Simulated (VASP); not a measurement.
# Hf4Ta in VASP: notebook

Hf4Ta is run at these levels: PBE, PBE+U; tasks: single point.

Program: VASP 6.6.1. These are calculated values, not measurements. Logs are shortened: lines on timing, memory, paths and dates and some standing lists are left out, and cuts for length are marked.

## Step 1: The cell of the first run

The cell holds a slab with vacuum, 5 atoms: a = 3.203 Å, b = 3.203 Å, c = 26.146 Å, α = 90.00°, β = 90.00°, γ = 120.00°.

## Step 2: Single point, PBE

Contents of INCAR:

```
PREC = Accurate
ENCUT = 520
EDIFF = 1E-6
ISMEAR = -1
SIGMA = 0.1
LREAL = False
LASPH = True
NELM = 80
ALGO = Normal
ISIF = 2
LWAVE = False
LCHARG = False
LDIPOL = True
IDIPOL = 3
DIPOL = 0.5 0.5 0.500
GGA = PE
NBANDS = 34
```

Contents of KPOINTS:

```
Automatic mesh
0
Gamma
  12 12 1
```

Contents of POSCAR:

```
Hf4Ta
1.0
    3.2032284315      0.0000000000      0.0000000000
   -1.6016142158      2.7740771958      0.0000000000
    0.0000000000      0.0000000000     26.1459000000
Ta Hf
1 4
Direct
    0.0000000000      0.0000000000      0.3100409766
    0.3333333333      0.6666666667      0.4010673952
    0.0000000000      0.0000000000      0.4999999953
    0.3333333333      0.6666666667      0.5989326157
    0.0000000000      0.0000000000      0.6899590170
```

Potentials or basis: VASP PAW PBE potentials, release 64 (Ta_pv, Hf_pv).

Command:

```
cat potpaw_PBE.64/Ta_pv/POTCAR potpaw_PBE.64/Hf_pv/POTCAR > POTCAR
mpirun -np 1 vasp_std > vasp.out
```

OUTCAR:

```text
PREC = Accurate
   ENCUT = 520
   EDIFF = 1E-6
   ISMEAR = -1
   LREAL = False
   LASPH = True
   NELM = 80
   ISIF = 2
   GGA = PE

 ion  position               nearest neighbor table
   1  0.000  0.000  0.310-   2 3.01   2 3.01   2 3.01
   2  0.333  0.667  0.401-   1 3.01   1 3.01   1 3.01   3 3.18   3 3.18   3 3.18
   3  0.000  0.000  0.500-   2 3.18   2 3.18   2 3.18   4 3.18   4 3.18   4 3.18
   4  0.333  0.667  0.599-   5 3.01   5 3.01   5 3.01   3 3.18   3 3.18   3 3.18
   5  0.000  0.000  0.690-   4 3.01   4 3.01   4 3.01

  LATTYP: Found a hexagonal cell.
 ALAT       =     3.2032284315
 C/A-ratio  =     8.1623588698

  Lattice vectors:

 A1 = (   3.2032284315,   0.0000000000,   0.0000000000)
 A2 = (  -1.6016142158,   2.7740771958,   0.0000000000)
 A3 = (   0.0000000000,   0.0000000000,  26.1459000000)

Analysis of symmetry for initial positions (statically):
=====================================================================
 Subroutine PRICEL returns:
 Original cell was already a primitive cell.

 Routine SETGRP: Setting up the symmetry group for a
 hexagonal supercell.

 Subroutine GETGRP returns: Found  6 space group operations
 (whereof  6 operations were pure point group operations)
 out of a pool of 24 trial point group operations.

The static configuration has the point symmetry C_3v.

Analysis of symmetry for dynamics (positions and initial velocities):
=====================================================================
 Subroutine PRICEL returns:
 Original cell was already a primitive cell.

 Routine SETGRP: Setting up the symmetry group for a
 hexagonal supercell.

 Subroutine GETGRP returns: Found  6 space group operations
 (whereof  6 operations were pure point group operations)
 out of a pool of 24 trial point group operations.

The dynamic configuration has the point symmetry C_3v.

 Subroutine INISYM returns: Found  6 space group operations
 (whereof  6 operations are pure point group operations),
 and found     1 'primitive' translations

----------------------------------------------------------------------------------------

                                     Primitive cell

  volume of cell :     232.3325

  direct lattice vectors                    reciprocal lattice vectors
     3.203228431  0.000000000  0.000000000     0.312185041  0.180240118  0.000000000
    -1.601614216  2.774077196  0.000000000     0.000000000  0.360480235  0.000000000
     0.000000000  0.000000000 26.145900000     0.000000000  0.000000000  0.038246914

  length of vectors
     3.203228431  3.203228432 26.145900000     0.360480235  0.360480235  0.038246914

  position of ions in fractional coordinates (direct lattice)
     0.000000000  0.000000000  0.310040977
     0.333333333  0.666666667  0.401067395
     0.000000000  0.000000000  0.499999995
     0.333333333  0.666666667  0.598932616
     0.000000000  0.000000000  0.689959017

  ion indices of the primitive-cell ions
   primitive index   ion index
                 1           1
                 2           2
                 3           3
                 4           4
                 5           5

----------------------------------------------------------------------------------------

 KPOINTS: Automatic mesh

Automatic generation of k-mesh.
 Grid dimensions read from file:
 generate k-points for:   12   12    1

 Generating k-lattice:

  Cartesian coordinates                     Fractional coordinates (reciprocal lattice)
     0.026015420  0.015020010  0.000000000     0.083333333 -0.000000000  0.000000000
     0.000000000  0.030040020  0.000000000     0.000000000  0.083333333  0.000000000
     0.000000000  0.000000000  0.038246914     0.000000000  0.000000000  1.000000000

  Length of vectors
     0.030040020  0.030040020  0.038246914

  Shift w.r.t. Gamma in fractional coordinates (k-lattice)
     0.000000000  0.000000000  0.000000000

 Subroutine IBZKPT returns following result:
 ===========================================

 Found     19 irreducible k-points:

 Following reciprocal coordinates:
            Coordinates               Weight
  0.000000  0.000000  0.000000      1.000000
  0.083333  0.000000  0.000000      6.000000
  0.166667  0.000000  0.000000      6.000000
  0.250000 -0.000000  0.000000      6.000000
  0.333333  0.000000  0.000000      6.000000
  0.416667 -0.000000  0.000000      6.000000
[... 11 lines left out ...]
  0.333333  0.250000  0.000000     12.000000
  0.333333  0.333333  0.000000      2.000000
   k-points           NKPTS =     19   k-points in BZ     NKDIM =     19   number of bands    NBANDS=     34
   number of dos      NEDOS =    301   number of ions     NIONS =      5
   total plane-waves  NPLWV = 112896
   dimension x,y,z NGX =    24 NGY =   24 NGZ =  196
   dimension x,y,z NGXF=    48 NGYF=   48 NGZF=  392
   ions per type =               1   4
   NGX,Y,Z   is equivalent  to a cutoff of  12.46, 12.46, 12.46 a.u.
   NGXF,Y,Z  is equivalent  to a cutoff of  24.91, 24.91, 24.92 a.u.
 SYSTEM =  unknown system
   PREC   = accura    normal or accurate (medium, high low for compatibility)
   ISTART =      0    job   : 0-new  1-cont  2-samecut
   ICHARG =      2    charge: 1-file 2-atom 10-const
   ISPIN  =      1    spin polarized calculation?
   LNONCOLLINEAR =      F non collinear calculations
   LSORBIT =      F    spin-orbit coupling
   LASPH  =      T    aspherical Exc in radial PAW
   ENCUT  =  520.0 eV  38.22 Ry    6.18 a.u.   5.96  5.96 48.61*2*pi/ulx,y,z
   NELM   =     80;   NELMIN=  2; NELMDL= -5     # of ELM steps
   EDIFF  = 0.1E-05   stopping-criterion for ELM
   LREAL  =      F    real-space projection
   EDIFFG = 0.1E-04   stopping-criterion for IOM
   NSW    =      0    number of steps for IOM
   IBRION =     -1    ionic relax: 0-MD 1-quasi-New 2-CG
   NFREE  =      0    steps in history (QN), initial steepest desc. (CG)
   ISIF   =      2    stress and relaxation
   ISYM   =      2    0-nonsym 1-usesym 2-fastsym
   POTIM  = 0.5000    time-step for ionic-motion
   TEBEG  =    0.0;   TEEND  =   0.0 temperature during run
   PSTRESS=    0.0 pullay stress
   NELECT =      51.0000    total number of electrons
   NUPDOWN=      -1.0000    fix difference up-down
   EMIN   =  10.00;   EMAX   =-10.00  energy-range for DOS
   EFERMI =   0.00;   METHOD = LEGACY
   ISMEAR =    -1;   SIGMA  =   0.10  broadening in eV -4-tet -1-fermi 0-gaus
   EFERMI_NEDOS =   21; number of points for ismear=-14 and -15
   IALGO  =     38    algorithm
   IMIX   =      4    mixing-type and parameters
     AMIX     =   0.40;   BMIX     =  1.00
     AMIX_MAG =   1.60;   BMIX_MAG =  1.00
  volume/ion in A,a.u.               =      46.47       313.57
  Fermi-wavevector in a.u.,A,eV,Ry     =   0.987556  1.866209 13.269299  0.975266
  Thomas-Fermi vector in A             =   2.119018
   LORBIT       =      0    0 simple, 1 ext, 2 COOP (PROOUT), +10 PAW based schemes
   GGA     = PE    functional components
   LHFCALC =     F    Hartree Fock is set to
   AEXX    =    0.0000 exact exchange contribution
   IVDW    =     0    specifies the selected vdW correction
   LEPSILON=     F    determine dielectric tensor
   LRPA    =     F    only Hartree local field effects (RPA)
 non-spin polarized calculation
  energy-cutoff  :      520.00
  volume of cell :      232.33
 maximum number of plane-waves:      6336
 NGX is ok and might be reduce to    24
   NGX = 11   NGY = 11   NGZ = 97

 dipolmoment           0.000000      0.000000      0.004869 electrons x Angstroem

 number of electron      51.0000012 magnetization

 dipolmoment           0.000000      0.000000     -0.012916 electrons x Angstroem

 Free energy of the ion-electron system (eV)
  ---------------------------------------------------
  ext. energy  EPLUGINS =         0.00000000
  ---------------------------------------------------
  free energy    TOTEN  =       -48.85512046 eV

  energy without entropy =      -48.63473141  energy(sigma->0) =      -48.74492593

 E-fermi :   0.0790     XC(G=0):  -6.2035

 val. band max:        0.0753674323   @ k =   0.3333   0.0833   0.0000
 cond. band min:       0.1156572025   @ k =   0.5000  -0.0000   0.0000
 fundamental gap:      0.0402897702
 Fermi energy:         0.0789690049

 k-point     1 :       0.0000    0.0000    0.0000
  band No.  band energies     occupation
      1     -34.8129      2.00000
      2     -34.4182      2.00000
      3     -34.4182      2.00000
      4     -30.9847      2.00000
      5     -30.7386      2.00000
      6     -30.4096      2.00000
[... 26 lines left out ...]
     33       1.3332      0.00001
     34       1.5561      0.00000

 k-point     2 :       0.0833    0.0000    0.0000
  band No.  band energies     occupation
      1     -34.8093      2.00000
      2     -34.4438      2.00000
      3     -34.4243      2.00000
      4     -30.9734      2.00000
      5     -30.7320      2.00000
      6     -30.4578      2.00000
[... 26 lines left out ...]
     33       1.4698      0.00000
     34       1.5266      0.00000

 k-point     3 :       0.1667    0.0000    0.0000
  band No.  band energies     occupation
      1     -34.7993      2.00000
      2     -34.5131      2.00000
      3     -34.4408      2.00000
      4     -30.9438      2.00000
      5     -30.7164      2.00000
      6     -30.5643      2.00000
[... 26 lines left out ...]
     33       1.7113      0.00000
     34       1.8541      0.00000

 k-point     4 :       0.2500   -0.0000    0.0000
  band No.  band energies     occupation
      1     -34.7856      2.00000
      2     -34.6064      2.00000
      3     -34.4634      2.00000
      4     -30.9095      2.00000
      5     -30.7319      2.00000
      6     -30.6707      2.00000
[... 26 lines left out ...]
     33       2.0244      0.00000
     34       2.1541      0.00000

 k-point     5 :       0.3333    0.0000    0.0000
  band No.  band energies     occupation
      1     -34.7720      2.00000
      2     -34.6982      2.00000
      3     -34.4858      2.00000
      4     -30.9015      2.00000
      5     -30.8378      2.00000
      6     -30.7123      2.00000
[... 436 lines left out ...]
 k-point    17 :       0.2500    0.2500    0.0000
  band No.  band energies     occupation
      1     -34.7581      2.00000
      2     -34.7198      2.00000
      3     -34.5797      2.00000
      4     -30.8992      2.00000
      5     -30.8363      2.00000
      6     -30.7213      2.00000
[... 26 lines left out ...]
     33       2.0791      0.00000
     34       2.9024      0.00000

 k-point    18 :       0.3333    0.2500    0.0000
  band No.  band energies     occupation
      1     -34.7529      2.00000
      2     -34.7235      2.00000
      3     -34.6182      2.00000
      4     -30.8969      2.00000
      5     -30.8388      2.00000
      6     -30.7411      2.00000
[... 26 lines left out ...]
     33       2.3520      0.00000
     34       3.2247      0.00000

 k-point    19 :       0.3333    0.3333    0.0000
  band No.  band energies     occupation
      1     -34.7510      2.00000
      2     -34.6811      2.00000
      3     -34.6763      2.00000
      4     -30.8474      2.00000
      5     -30.8294      2.00000
      6     -30.8066      2.00000
[... 26 lines left out ...]
     33       2.4932      0.00000
     34       3.3026      0.00000

------------------------ aborting loop because EDIFF is reached ----------------------------------------

 vacuum level on the upper side and lower side of the slab       (xc-potential included)        -0.307        -0.158

  FORCE on cell =-STRESS in cart. coord.  units (eV):
  Direction    XX          YY          ZZ          XY          YZ          ZX
  --------------------------------------------------------------------------------------
  -------------------------------------------------------------------------------------
  Total       -4.9150057     -4.9150057     -1.6898451      0.0000000      0.0000000      0.0000000
  in kB      -33.8941351    -33.8941351    -11.6532600      0.0000000      0.0000000      0.0000000
  external PRESSURE =     -26.4805100 kB  Pullay stress =       0.0000000 kB

 VOLUME and BASIS-vectors are now :
 -----------------------------------------------------------------------------
  energy-cutoff  :      520.00
  volume of cell :      232.33
      direct lattice vectors                 reciprocal lattice vectors
     3.203228431  0.000000000  0.000000000     0.312185041  0.180240118  0.000000000
    -1.601614216  2.774077196  0.000000000     0.000000000  0.360480235  0.000000000
     0.000000000  0.000000000 26.145900000     0.000000000  0.000000000  0.038246914

 POSITION                                       TOTAL-FORCE (eV/Angst)
 -----------------------------------------------------------------------------------
      0.00000      0.00000      8.10630        -0.000000      0.000000      0.603215
     -0.00000      1.84938     10.48627         0.000000      0.000000     -0.526654
      0.00000      0.00000     13.07295        -0.000000      0.000000     -0.107205
     -0.00000      1.84938     15.65963         0.000000     -0.000000      0.087438
      0.00000      0.00000     18.03960        -0.000000      0.000000     -0.056794
 -----------------------------------------------------------------------------------
    total drift:                                0.000000     -0.000000     -0.007560

  FREE ENERGIE OF THE ION-ELECTRON SYSTEM (eV)
  ---------------------------------------------------
  free  energy   TOTEN  =       -48.8551204553 eV

  energy  without entropy=      -48.6347314111  energy(sigma->0) =      -48.74492593

 vacuum level on the upper side and lower side of the slab         4.279         4.452
```

Run time: 24 min. Hardware: 1 thread of Intel Xeon 8259CL, shared host; peak memory 0.41 GiB.

Results:

```yaml
Free_energy: -48.8551 eV
Largest_force: 0.603 eV/Å
Band_gap_on_the_k_mesh: zero (an odd number of electrons rules out a gap without spin polarisation)
```

Forces on the atoms (eV/Å):
```
Ta   0.000  0.000  0.603
Hf   0.000  0.000 -0.527
Hf   0.000  0.000 -0.107
Hf   0.000  0.000  0.087
Hf   0.000  0.000 -0.057
```

Caveat: spin-orbit coupling is left out, which moves the levels of the heavy elements.

[end of part 1 of 2]

The gap in the log of VASP goes by the Fermi energy; the results here count the filled bands.